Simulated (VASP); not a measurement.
# Na2Pd (P-3m1) in VASP: single point with PBE

Aim: the single point of Na2Pd with PBE.

Program: VASP 6.6.1. These are calculated values, not measurements. Logs are shortened: lines on timing, memory, paths and dates and some standing lists are left out, and cuts for length are marked.

## 1. The cell of the first run

The structure is trigonal, space group P-3m1 (No. 164). The conventional cell has a = 3.131 Å, b = 3.131 Å, c = 7.965 Å, α = 90.00°, β = 90.00°, γ = 120.00°. Within 3.9 Å of Na (site symmetry 3m) lie 3 Pd at 2.91 Å and 9 Na at 3.13 to 3.85 Å. Pd (site symmetry -3m) has 6 Na at 2.91 Å and 6 Pd at 3.13 Å within 3.8 Å.

## 2. Single point, PBE

File POSCAR:

```
Na2Pd
1.0
    3.1308389947      0.0000000000      0.0000000000
   -1.5654194974      2.7113861046      0.0000000000
    0.0000000000      0.0000000000      7.9654484000
Na Pd
2 1
Direct
    0.3333333333      0.6666666667      0.2863860000
    0.6666666667      0.3333333333      0.7136140000
    0.0000000000      0.0000000000      0.0000000000
```

File INCAR.step1:

```
SYSTEM = Na2Pd
PREC = Accurate
ENCUT = 520
EDIFF = 1E-6
ISMEAR = 0
SIGMA = 0.1
LREAL = .False.
LASPH = .True.
NELM = 60
ALGO = Fast
ISIF = 2
LWAVE = .False.
LCHARG = .True.
LMAXMIX = 4
GGA = PE
NBANDS = 19
```

File KPOINTS.step1:

```
regular mesh
0
Gamma
  18 18 6
  0 0 0
```

File INCAR.step2:

```
SYSTEM = Na2Pd
PREC = Accurate
ENCUT = 520
EDIFF = 1E-6
ISMEAR = -5
SIGMA = 0.1
LREAL = .False.
LASPH = .True.
NELM = 60
ALGO = Fast
ISIF = 2
LWAVE = .False.
LCHARG = .False.
LMAXMIX = 4
GGA = PE
LORBIT = 10
NBANDS = 19
NEDOS = 1001
ICHARG = 11
```

File KPOINTS.step2:

```
regular mesh
0
Gamma
  27 27 9
  0 0 0
```

Potentials or basis: VASP PAW PBE potentials, release 64 (Na_pv, Pd).

Launch:

```console
$ cat potpaw_PBE.64/Na_pv/POTCAR potpaw_PBE.64/Pd/POTCAR > POTCAR
$ cp INCAR.step1 INCAR
$ cp KPOINTS.step1 KPOINTS
$ mpirun -np 1 vasp_std > vasp.out
$ cp INCAR.step2 INCAR
$ cp KPOINTS.step2 KPOINTS
$ mpirun -np 1 vasp_std > vasp.out
```

OUTCAR:

```text
SYSTEM = Na2Pd
   PREC = Accurate
   ENCUT = 520
   EDIFF = 1E-6
   ISMEAR = -5
   LREAL = .False.
   LASPH = .True.
   NELM = 60
   ISIF = 2
   GGA = PE
   LORBIT = 10
   ICHARG = 11

 ion  position               nearest neighbor table
   1  0.333  0.667  0.286-   3 2.91   3 2.91   3 2.91
   2  0.667  0.333  0.714-   3 2.91   3 2.91   3 2.91
   3  0.000  0.000  0.000-   1 2.91   2 2.91   2 2.91   1 2.91   2 2.91   1 2.91

  LATTYP: Found a hexagonal cell.
 ALAT       =     3.1308389947
 C/A-ratio  =     2.5441897247

  Lattice vectors:

 A1 = (   3.1308389947,   0.0000000000,   0.0000000000)
 A2 = (  -1.5654194974,   2.7113861046,   0.0000000000)
 A3 = (   0.0000000000,   0.0000000000,   7.9654484000)

Analysis of symmetry for initial positions (statically):
=====================================================================
 Subroutine PRICEL returns:
 Original cell was already a primitive cell.

 Routine SETGRP: Setting up the symmetry group for a
 hexagonal supercell.

 Subroutine GETGRP returns: Found 12 space group operations
 (whereof 12 operations were pure point group operations)
 out of a pool of 24 trial point group operations.

The static configuration has the point symmetry D_3d.

Analysis of symmetry for dynamics (positions and initial velocities):
=====================================================================
 Subroutine PRICEL returns:
 Original cell was already a primitive cell.

 Routine SETGRP: Setting up the symmetry group for a
 hexagonal supercell.

 Subroutine GETGRP returns: Found 12 space group operations
 (whereof 12 operations were pure point group operations)
 out of a pool of 24 trial point group operations.

The dynamic configuration has the point symmetry D_3d.

 Subroutine INISYM returns: Found 12 space group operations
 (whereof 12 operations are pure point group operations),
 and found     1 'primitive' translations

----------------------------------------------------------------------------------------

                                     Primitive cell

  volume of cell :      67.6180

  direct lattice vectors                    reciprocal lattice vectors
     3.130838995  0.000000000  0.000000000     0.319403202  0.184407525  0.000000000
    -1.565419497  2.711386105  0.000000000     0.000000000  0.368815049  0.000000000
     0.000000000  0.000000000  7.965448400     0.000000000  0.000000000  0.125542211

  length of vectors
     3.130838995  3.130838995  7.965448400     0.368815049  0.368815049  0.125542211

  position of ions in fractional coordinates (direct lattice)
     0.333333333  0.666666667  0.286386000
     0.666666667  0.333333333  0.713614000
     0.000000000  0.000000000  0.000000000

  ion indices of the primitive-cell ions
   primitive index   ion index
                 1           1
                 2           2
                 3           3

----------------------------------------------------------------------------------------

 KPOINTS: regular mesh

Automatic generation of k-mesh.
 Grid dimensions read from file:
 generate k-points for:   27   27    9

 Generating k-lattice:

  Cartesian coordinates                     Fractional coordinates (reciprocal lattice)
     0.011829748  0.006829908  0.000000000     0.037037037 -0.000000000  0.000000000
     0.000000000  0.013659817  0.000000000     0.000000000  0.037037037  0.000000000
     0.000000000  0.000000000  0.013949135     0.000000000  0.000000000  0.111111111

  Length of vectors
     0.013659817  0.013659817  0.013949135

  Shift w.r.t. Gamma in fractional coordinates (k-lattice)
     0.000000000  0.000000000  0.000000000

 TETIRR: Found   9690 inequivalent tetrahedra from    39366

 Subroutine IBZKPT returns following result:
 ===========================================

 Found    619 irreducible k-points:

 Following reciprocal coordinates:
            Coordinates               Weight
  0.000000  0.000000  0.000000      1.000000
  0.037037 -0.000000  0.000000      6.000000
  0.074074 -0.000000  0.000000      6.000000
  0.111111 -0.000000  0.000000      6.000000
  0.148148 -0.000000  0.000000      6.000000
  0.185185 -0.000000  0.000000      6.000000
[... 16 lines left out ...]
  0.333333  0.037037  0.000000     12.000000
  0.370370  0.037037  0.000000     12.000000
 [... further k-points ...]
   k-points           NKPTS =    619   k-points in BZ     NKDIM =    619   number of bands    NBANDS=     19
   number of dos      NEDOS =   1001   number of ions     NIONS =      3
   total plane-waves  NPLWV =  34560
   dimension x,y,z NGX =    24 NGY =   24 NGZ =   60
   dimension x,y,z NGXF=    48 NGYF=   48 NGZF=  120
   ions per type =               2   1
   NGX,Y,Z   is equivalent  to a cutoff of  12.74, 12.74, 12.52 a.u.
   NGXF,Y,Z  is equivalent  to a cutoff of  25.49, 25.49, 25.05 a.u.
 SYSTEM =  Na2Pd
   PREC   = accura    normal or accurate (medium, high low for compatibility)
   ISTART =      0    job   : 0-new  1-cont  2-samecut
   ICHARG =     11    charge: 1-file 2-atom 10-const
   ISPIN  =      1    spin polarized calculation?
   LNONCOLLINEAR =      F non collinear calculations
   LSORBIT =      F    spin-orbit coupling
   LASPH  =      T    aspherical Exc in radial PAW
   ENCUT  =  520.0 eV  38.22 Ry    6.18 a.u.   5.82  5.82 14.81*2*pi/ulx,y,z
   NELM   =     60;   NELMIN=  2; NELMDL=  0     # of ELM steps
   EDIFF  = 0.1E-05   stopping-criterion for ELM
   LREAL  =      F    real-space projection
   EDIFFG = 0.1E-04   stopping-criterion for IOM
   NSW    =      0    number of steps for IOM
   IBRION =     -1    ionic relax: 0-MD 1-quasi-New 2-CG
   NFREE  =      0    steps in history (QN), initial steepest desc. (CG)
   ISIF   =      2    stress and relaxation
   ISYM   =      2    0-nonsym 1-usesym 2-fastsym
   POTIM  = 0.5000    time-step for ionic-motion
   TEBEG  =    0.0;   TEEND  =   0.0 temperature during run
   PSTRESS=    0.0 pullay stress
   NELECT =      24.0000    total number of electrons
   NUPDOWN=      -1.0000    fix difference up-down
   EMIN   =  10.00;   EMAX   =-10.00  energy-range for DOS
   EFERMI =   0.00;   METHOD = LEGACY
   ISMEAR =    -5;   SIGMA  =   0.10  broadening in eV -4-tet -1-fermi 0-gaus
   EFERMI_NEDOS =   21; number of points for ismear=-14 and -15
   IALGO  =     68    algorithm
   IMIX   =      4    mixing-type and parameters
     AMIX     =   0.40;   BMIX     =  1.00
     AMIX_MAG =   1.60;   BMIX_MAG =  1.00
  volume/ion in A,a.u.               =      22.54       152.10
  Fermi-wavevector in a.u.,A,eV,Ry     =   1.159110  2.190399 18.279901  1.343535
  Thomas-Fermi vector in A             =   2.295705
   LORBIT       =     10    0 simple, 1 ext, 2 COOP (PROOUT), +10 PAW based schemes
   GGA     = PE    functional components
   LHFCALC =     F    Hartree Fock is set to
   AEXX    =    0.0000 exact exchange contribution
   IVDW    =     0    specifies the selected vdW correction
   LEPSILON=     F    determine dielectric tensor
   LRPA    =     F    only Hartree local field effects (RPA)
 non-spin polarized calculation
 RMM-DIIS sequential band-by-band and
 Fermi weights with tetrahedron method with Bloechl corrections
  energy-cutoff  :      520.00
  volume of cell :       67.62
 maximum number of plane-waves:      1842

 number of electron      24.0000015 magnetization

 Free energy of the ion-electron system (eV)
  ---------------------------------------------------
  ext. energy  EPLUGINS =         0.00000000
  ---------------------------------------------------
  free energy    TOTEN  =        -7.71475172 eV

  energy without entropy =       -7.71475172  energy(sigma->0) =       -7.71475172

 E-fermi :   2.8846     XC(G=0):  -8.7345

 val. band max:        2.9156169457   @ k =   0.1852   0.1481   0.0000
 cond. band min:       2.8233046775   @ k =   0.1481   0.0741   0.0000
 fundamental gap:     -0.0923122682
 Fermi energy:         2.8846120339

 k-point     1 :       0.0000    0.0000    0.0000
  band No.  band energies     occupation
      1     -21.5219      2.00000
      2     -21.5034      2.00000
      3     -21.5034      2.00000
      4     -21.5024      2.00000
      5     -21.5024      2.00000
      6     -21.5014      2.00000
[... 11 lines left out ...]
     18      17.1675      0.00000
     19      17.3231      0.00000

 k-point     2 :       0.0370   -0.0000    0.0000
  band No.  band energies     occupation
      1     -21.5215      2.00000
      2     -21.5056      2.00000
      3     -21.5046      2.00000
      4     -21.5039      2.00000
      5     -21.5029      2.00000
      6     -21.5011      2.00000
[... 11 lines left out ...]
     18      17.0532      0.00000
     19      17.2432      0.00000

 k-point     3 :       0.0741   -0.0000    0.0000
  band No.  band energies     occupation
      1     -21.5202      2.00000
      2     -21.5118      2.00000
      3     -21.5108      2.00000
      4     -21.5053      2.00000
      5     -21.5043      2.00000
      6     -21.5003      2.00000
[... 11 lines left out ...]
     18      16.6940      0.00000
     19      16.7719      0.00000

 k-point     4 :       0.1111   -0.0000    0.0000
  band No.  band energies     occupation
      1     -21.5217      2.00000
      2     -21.5211      2.00000
      3     -21.5180      2.00000
      4     -21.5075      2.00000
      5     -21.5065      2.00000
      6     -21.4991      2.00000
[... 407 lines left out ...]
     18      11.3415      0.00000
     19      11.6302      0.00000

 k-point    23 :       0.3333    0.0370    0.0000
  band No.  band energies     occupation
      1     -21.6276      2.00000
      2     -21.6254      2.00000
      3     -21.5325      2.00000
      4     -21.5311      2.00000
      5     -21.4957      2.00000
      6     -21.4866      2.00000
[... 11 lines left out ...]
     18      11.0933      0.00000
     19      11.5951      0.00000

 k-point    24 :       0.3704    0.0370    0.0000
  band No.  band energies     occupation
      1     -21.6404      2.00000
      2     -21.6379      2.00000
      3     -21.5355      2.00000
      4     -21.5341      2.00000
      5     -21.4927      2.00000
      6     -21.4854      2.00000
[... 11 lines left out ...]
     18      11.3585      0.00000
     19      11.8447      0.00000

 [... further k-points ...]
[... 5 lines left out ...]
  --------------------------------------------------------------------------------------
  -------------------------------------------------------------------------------------
  Total        0.0443097      0.0443097     -0.0482398     -0.0000000      0.0000000     -0.0000000
  in kB        1.0498983      1.0498983     -1.1430191     -0.0000000      0.0000000     -0.0000000
  external PRESSURE =       0.3189258 kB  Pullay stress =       0.0000000 kB

 VOLUME and BASIS-vectors are now :
 -----------------------------------------------------------------------------
  energy-cutoff  :      520.00
  volume of cell :       67.62
      direct lattice vectors                 reciprocal lattice vectors
     3.130838995  0.000000000  0.000000000     0.319403202  0.184407525  0.000000000
    -1.565419497  2.711386105  0.000000000     0.000000000  0.368815049  0.000000000
     0.000000000  0.000000000  7.965448400     0.000000000  0.000000000  0.125542211

 POSITION                                       TOTAL-FORCE (eV/Angst)
 -----------------------------------------------------------------------------------
     -0.00000      1.80759      2.28119         0.000000      0.000000      0.018177
      1.56542      0.90380      5.68426        -0.000000     -0.000000     -0.018177
      0.00000      0.00000      0.00000        -0.000000      0.000000      0.000000
 -----------------------------------------------------------------------------------
    total drift:                               -0.000000      0.000000      0.000000

  FREE ENERGIE OF THE ION-ELECTRON SYSTEM (eV)
  ---------------------------------------------------
  free  energy   TOTEN  =        -7.7147517242 eV

  energy  without entropy=       -7.7147517242  energy(sigma->0) =       -7.71475172

 total charge

# of ion       s       p       d       tot
------------------------------------------
    1        0.116   5.985   0.000   6.101
    2        0.116   5.985   0.000   6.101
    3        0.419   0.190   8.603   9.212
--------------------------------------------------
tot          0.650  12.161   8.603  21.414
```

Wall time 11 min (1 thread of Intel Xeon 8259CL, shared host); peak memory 0.77 GiB.

Results:

```
Valence electrons inside the program's atomic spheres : Na 6.10; Pd 9.21
```
